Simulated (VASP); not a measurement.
# Li2Cl3 (R-3c) in VASP: single point with PBE

Aim: the single point of Li2Cl3 with PBE.

Everything below comes from runs of VASP 6.6.1. Logs are shortened: lines on timing, memory, paths and dates and some standing lists are left out, and cuts for length are marked.

**1. The cell of the first run**

Symmetry: R-3c, No. 167, trigonal system. Conventional cell: a = 6.410 Å, b = 6.410 Å, c = 17.500 Å, α = 90.00°, β = 90.00°, γ = 120.00°. Li (site symmetry 3) has 6 Cl at 2.50 to 2.66 Å within 3.3 Å. Within 3.7 Å of Cl (site symmetry 2) lie 4 Li at 2.50 to 2.66 Å and 8 Cl at 3.40 to 3.67 Å.

**2. Single point, PBE**

INCAR

```
ALGO = Normal
EDIFF = 1E-6
ENCUT = 750
GGA = PE
GGA_COMPAT = F
ISIF = 2
ISMEAR = 0
LASPH = T
LCHARG = T
LELF = T
LREAL = F
LVHAR = T
LWAVE = F
NBANDS = 38
NELM = 120
PREC = Accurate
SIGMA = 0.1
```

KPOINTS

```
k-points
0
Gamma
  3 3 3
```

POSCAR

```
Li2Cl3
1.0
    3.2048244050      1.8503062329      5.8332616875
   -3.2048244050      1.8503062329      5.8332616875
    0.0000000000     -3.7006124659      5.8332616875
Li Cl
4 6
Direct
    0.8521800000      0.8521800000      0.8521800000
    0.6478200000      0.6478200000      0.6478200000
    0.1478200000      0.1478200000      0.1478200000
    0.3521800000      0.3521800000      0.3521800000
    0.0562500000      0.4437500000      0.7500000000
    0.7500000000      0.0562500000      0.4437500000
    0.4437500000      0.7500000000      0.0562500000
    0.9437500000      0.5562500000      0.2500000000
    0.2500000000      0.9437500000      0.5562500000
    0.5562500000      0.2500000000      0.9437500000
```

Potentials or basis: VASP PAW PBE potentials, release 64 (Li_sv, Cl).

The run is started by

```sh
$ cat potpaw_PBE.64/Li_sv/POTCAR potpaw_PBE.64/Cl/POTCAR > POTCAR
$ mpirun -np 1 vasp_std > vasp.out
```

OUTCAR:

```text
EDIFF = 1E-6
   ENCUT = 750
   GGA = PE
   ISIF = 2
   ISMEAR = 0
   LASPH = T
   LREAL = F
   NELM = 120
   PREC = Accurate

 ion  position               nearest neighbor table
   1  0.852  0.852  0.852-   9 2.50  10 2.50   8 2.50
   2  0.648  0.648  0.648-  10 2.50   9 2.50   8 2.50
   3  0.148  0.148  0.148-   6 2.50   7 2.50   5 2.50
   4  0.352  0.352  0.352-   7 2.50   6 2.50   5 2.50
   5  0.056  0.444  0.750-   3 2.50   4 2.50
   6  0.750  0.056  0.444-   3 2.50   4 2.50
   7  0.444  0.750  0.056-   4 2.50   3 2.50
   8  0.944  0.556  0.250-   1 2.50   2 2.50
   9  0.250  0.944  0.556-   1 2.50   2 2.50
  10  0.556  0.250  0.944-   2 2.50   1 2.50

  LATTYP: Found a trigonal (rhomboedric) cell.
 ALAT       =     6.9080731421
 COS(alpha) =     0.5695481095

  Lattice vectors:

 A1 = (   3.2048244050,   1.8503062329,   5.8332616875)
 A2 = (  -3.2048244050,   1.8503062329,   5.8332616875)
 A3 = (   0.0000000000,  -3.7006124659,   5.8332616875)

Analysis of symmetry for initial positions (statically):
=====================================================================
 Subroutine PRICEL returns:
 Original cell was already a primitive cell.

 Routine SETGRP: Setting up the symmetry group for a
 trigonal (rhombohedral) supercell.

 Subroutine GETGRP returns: Found 12 space group operations
 (whereof  6 operations were pure point group operations)
 out of a pool of 12 trial point group operations.

The static configuration has the point symmetry S_6 .
 The point group associated with its full space group is D_3d.

Analysis of symmetry for dynamics (positions and initial velocities):
=====================================================================
 Subroutine PRICEL returns:
 Original cell was already a primitive cell.

 Routine SETGRP: Setting up the symmetry group for a
 trigonal (rhombohedral) supercell.

 Subroutine GETGRP returns: Found 12 space group operations
 (whereof  6 operations were pure point group operations)
 out of a pool of 12 trial point group operations.

The dynamic configuration has the point symmetry S_6 .
 The point group associated with its full space group is D_3d.

 Subroutine INISYM returns: Found 12 space group operations
 (whereof  6 operations are pure point group operations),
 and found     1 'primitive' translations

----------------------------------------------------------------------------------------

                                     Primitive cell

  volume of cell :     207.5442

  direct lattice vectors                    reciprocal lattice vectors
     3.204824405  1.850306233  5.833261688     0.156014788  0.090075180  0.057143559
    -3.204824405  1.850306233  5.833261688    -0.156014788  0.090075180  0.057143559
     0.000000000 -3.700612466  5.833261688     0.000000000 -0.180150360  0.057143559

  length of vectors
     6.908073142  6.908073142  6.908073142     0.188996133  0.188996133  0.188996133

  position of ions in fractional coordinates (direct lattice)
     0.852180000  0.852180000  0.852180000
     0.647820000  0.647820000  0.647820000
     0.147820000  0.147820000  0.147820000
     0.352180000  0.352180000  0.352180000
     0.056250000  0.443750000  0.750000000
     0.750000000  0.056250000  0.443750000
     0.443750000  0.750000000  0.056250000
     0.943750000  0.556250000  0.250000000
     0.250000000  0.943750000  0.556250000
     0.556250000  0.250000000  0.943750000

  ion indices of the primitive-cell ions
   primitive index   ion index
                 1           1
                 2           2
                 3           3
                 4           4
                 5           5
                 6           6
                 7           7
                 8           8
                 9           9
                10          10

----------------------------------------------------------------------------------------

 KPOINTS: k-points

Automatic generation of k-mesh.
 Grid dimensions read from file:
 generate k-points for:    3    3    3

 Generating k-lattice:

  Cartesian coordinates                     Fractional coordinates (reciprocal lattice)
     0.052004929  0.030025060  0.019047853     0.333333333  0.000000000  0.000000000
    -0.052004929  0.030025060  0.019047853     0.000000000  0.333333333  0.000000000
     0.000000000 -0.060050120  0.019047853     0.000000000  0.000000000  0.333333333

  Length of vectors
     0.062998711  0.062998711  0.062998711

  Shift w.r.t. Gamma in fractional coordinates (k-lattice)
     0.000000000  0.000000000  0.000000000

 Subroutine IBZKPT returns following result:
 ===========================================

 Found      6 irreducible k-points:

 Following reciprocal coordinates:
            Coordinates               Weight
  0.000000  0.000000  0.000000      1.000000
  0.333333 -0.000000  0.000000      6.000000
  0.333333  0.333333  0.000000      6.000000
 -0.333333  0.333333  0.000000      6.000000
  0.333333  0.333333  0.333333      2.000000
 -0.333333  0.333333  0.333333      6.000000
   k-points           NKPTS =      6   k-points in BZ     NKDIM =      6   number of bands    NBANDS=     38
   number of dos      NEDOS =    301   number of ions     NIONS =     10
   total plane-waves  NPLWV = 262144
   dimension x,y,z NGX =    64 NGY =   64 NGZ =   64
   dimension x,y,z NGXF=   128 NGYF=  128 NGZF=  128
   ions per type =               4   6
   NGX,Y,Z   is equivalent  to a cutoff of  15.40, 15.40, 15.40 a.u.
   NGXF,Y,Z  is equivalent  to a cutoff of  30.80, 30.80, 30.80 a.u.
 SYSTEM =  unknown system
   PREC   = accura    normal or accurate (medium, high low for compatibility)
   ISTART =      0    job   : 0-new  1-cont  2-samecut
   ICHARG =      2    charge: 1-file 2-atom 10-const
   ISPIN  =      1    spin polarized calculation?
   LNONCOLLINEAR =      F non collinear calculations
   LSORBIT =      F    spin-orbit coupling
   LASPH  =      T    aspherical Exc in radial PAW
   ENCUT  =  750.0 eV  55.12 Ry    7.42 a.u.  15.43 15.43 15.43*2*pi/ulx,y,z
   NELM   =    120;   NELMIN=  2; NELMDL= -5     # of ELM steps
   EDIFF  = 0.1E-05   stopping-criterion for ELM
   LREAL  =      F    real-space projection
   EDIFFG = 0.1E-04   stopping-criterion for IOM
   NSW    =      0    number of steps for IOM
   IBRION =     -1    ionic relax: 0-MD 1-quasi-New 2-CG
   NFREE  =      0    steps in history (QN), initial steepest desc. (CG)
   ISIF   =      2    stress and relaxation
   ISYM   =      2    0-nonsym 1-usesym 2-fastsym
   POTIM  = 0.5000    time-step for ionic-motion
   TEBEG  =    0.0;   TEEND  =   0.0 temperature during run
   PSTRESS=    0.0 pullay stress
   NELECT =      54.0000    total number of electrons
   NUPDOWN=      -1.0000    fix difference up-down
   EMIN   =  10.00;   EMAX   =-10.00  energy-range for DOS
   EFERMI =   0.00;   METHOD = LEGACY
   ISMEAR =     0;   SIGMA  =   0.10  broadening in eV -4-tet -1-fermi 0-gaus
   EFERMI_NEDOS =   21; number of points for ismear=-14 and -15
   IALGO  =     38    algorithm
   IMIX   =      4    mixing-type and parameters
     AMIX     =   0.40;   BMIX     =  1.00
     AMIX_MAG =   1.60;   BMIX_MAG =  1.00
  volume/ion in A,a.u.               =      20.75       140.06
  Fermi-wavevector in a.u.,A,eV,Ry     =   1.045127  1.975004 14.861525  1.092291
  Thomas-Fermi vector in A             =   2.179910
   LORBIT       =      0    0 simple, 1 ext, 2 COOP (PROOUT), +10 PAW based schemes
   GGA     = PE    functional components
   LHFCALC =     F    Hartree Fock is set to
   AEXX    =    0.0000 exact exchange contribution
   IVDW    =     0    specifies the selected vdW correction
   LEPSILON=     F    determine dielectric tensor
   LRPA    =     F    only Hartree local field effects (RPA)
 non-spin polarized calculation
 Gauss-broadening in eV      SIGMA  =   0.10
  energy-cutoff  :      750.00
  volume of cell :      207.54
 maximum number of plane-waves:      9741
 NGX is ok and might be reduce to    64
   NGX = 31   NGY = 31   NGZ = 31

 number of electron      54.0000009 magnetization

 Free energy of the ion-electron system (eV)
  ---------------------------------------------------
  ext. energy  EPLUGINS =         0.00000000
  ---------------------------------------------------
  free energy    TOTEN  =       -30.95416966 eV

  energy without entropy =      -30.87446155  energy(sigma->0) =      -30.91431560

 E-fermi :  -0.6361     XC(G=0):  -8.1674

 val. band max:       -0.6558288206   @ k =   0.3333   0.3333   0.0000
 cond. band min:      -0.6215375346   @ k =   0.3333   0.3333   0.0000
 fundamental gap:      0.0342912860
 Fermi energy:        -0.6361145480

 k-point     1 :       0.0000    0.0000    0.0000
  band No.  band energies     occupation
      1     -44.0174      2.00000
      2     -44.0165      2.00000
      3     -44.0163      2.00000
      4     -44.0158      2.00000
      5     -13.9149      2.00000
      6     -13.3579      2.00000
[... 30 lines left out ...]
     37       9.5234      0.00000
     38      10.6137      0.00000

 k-point     2 :       0.3333   -0.0000    0.0000
  band No.  band energies     occupation
      1     -44.0171      2.00000
      2     -44.0166      2.00000
      3     -44.0163      2.00000
      4     -44.0160      2.00000
      5     -13.7707      2.00000
      6     -13.4746      2.00000
[... 30 lines left out ...]
     37       9.2896      0.00000
     38       9.5442      0.00000

 k-point     3 :       0.3333    0.3333    0.0000
  band No.  band energies     occupation
      1     -44.0170      2.00000
      2     -44.0165      2.00000
      3     -44.0164      2.00000
      4     -44.0160      2.00000
      5     -13.7346      2.00000
      6     -13.4063      2.00000
[... 30 lines left out ...]
     37       9.3154      0.00000
     38       9.6001      0.00000

 k-point     4 :      -0.3333    0.3333    0.0000
  band No.  band energies     occupation
      1     -44.0167      2.00000
      2     -44.0167      2.00000
      3     -44.0162      2.00000
      4     -44.0162      2.00000
      5     -13.5848      2.00000
      6     -13.5493      2.00000
[... 30 lines left out ...]
     37       9.4428      0.00000
     38       9.7294      0.00000

 k-point     5 :       0.3333    0.3333    0.3333
  band No.  band energies     occupation
      1     -44.0171      2.00000
      2     -44.0168      2.00000
      3     -44.0162      2.00000
      4     -44.0159      2.00000
      5     -13.7864      2.00000
      6     -13.5088      2.00000
[... 30 lines left out ...]
     37       9.9685      0.00000
     38       9.9730      0.00000

 k-point     6 :      -0.3333    0.3333    0.3333
  band No.  band energies     occupation
      1     -44.0168      2.00000
      2     -44.0168      2.00000
      3     -44.0162      2.00000
      4     -44.0162      2.00000
      5     -13.5971      2.00000
      6     -13.5549      2.00000
[... 30 lines left out ...]
     37       9.4210      0.00000
     38       9.4618      0.00000

------------------------ aborting loop because EDIFF is reached ----------------------------------------

  FORCE on cell =-STRESS in cart. coord.  units (eV):
  Direction    XX          YY          ZZ          XY          YZ          ZX
  --------------------------------------------------------------------------------------
  -------------------------------------------------------------------------------------
  Total       -0.9984928     -0.9984928     -1.1070105      0.0000000      0.0000000     -0.0000000
  in kB       -7.7080575     -7.7080575     -8.5457809      0.0000000      0.0000000     -0.0000000
  external PRESSURE =      -7.9872987 kB  Pullay stress =       0.0000000 kB

 VOLUME and BASIS-vectors are now :
 -----------------------------------------------------------------------------
  energy-cutoff  :      750.00
  volume of cell :      207.54
      direct lattice vectors                 reciprocal lattice vectors
     3.204824405  1.850306233  5.833261688     0.156014788  0.090075180  0.057143559
    -3.204824405  1.850306233  5.833261688    -0.156014788  0.090075180  0.057143559
     0.000000000 -3.700612466  5.833261688     0.000000000 -0.180150360  0.057143559

 POSITION                                       TOTAL-FORCE (eV/Angst)
 -----------------------------------------------------------------------------------
      0.00000     -0.00000     14.91297        -0.000000      0.000000     -0.056823
      0.00000     -0.00000     11.33671        -0.000000     -0.000000      0.056823
      0.00000     -0.00000      2.58682        -0.000000     -0.000000      0.056823
      0.00000     -0.00000      6.16307        -0.000000      0.000000     -0.056823
     -1.24187     -1.85031      7.29158         0.155764     -0.000000      0.000000
      2.22335     -0.15034      7.29158        -0.077882      0.134895      0.000000
     -0.98148      2.00064      7.29158        -0.077882     -0.134895      0.000000
      1.24187      1.85031     10.20821        -0.155764     -0.000000      0.000000
     -2.22335      0.15034     10.20821         0.077882     -0.134895      0.000000
      0.98148     -2.00064     10.20821         0.077882      0.134895      0.000000
 -----------------------------------------------------------------------------------
    total drift:                               -0.000000     -0.000000      0.000000

  FREE ENERGIE OF THE ION-ELECTRON SYSTEM (eV)
  ---------------------------------------------------
  free  energy   TOTEN  =       -30.9541696609 eV

  energy  without entropy=      -30.8744615478  energy(sigma->0) =      -30.91431560
```

Run time: 2.6 min. Hardware: 1 thread of Intel Xeon Platinum 8124M at 3.00GHz (Skylake/Cascade Lake), shared host; peak memory 0.57 GiB.

What came out:

```
Free energy            : -30.9542 eV
Pressure               : -0.8 GPa
Largest force          : 0.156 eV/Å
Band gap on the k mesh : zero (bands 27 and 28 overlap by 0.24 eV)
```

Forces in eV/Å, atoms in the order of the input:
```
Li   0.000  0.000 -0.057
Li   0.000  0.000  0.057
Li   0.000  0.000  0.057
Li   0.000  0.000 -0.057
Cl   0.156  0.000  0.000
Cl  -0.078  0.135  0.000
Cl  -0.078 -0.135  0.000
Cl  -0.156  0.000  0.000
Cl   0.078 -0.135  0.000
Cl   0.078  0.135  0.000
```

Levels at points of the mesh, in eV from the Fermi level:
```
           k point  band 22  band 23  band 24  band 25  band 26  band 27  band 28  band 29  band 30  band 31
(0.00, 0.00, 0.00)    -0.30    -0.30    -0.13    -0.13     0.12     0.12     0.18     6.74     7.76     8.74
```

Caveat: the k points lie up to 0.40 Å⁻¹ apart.
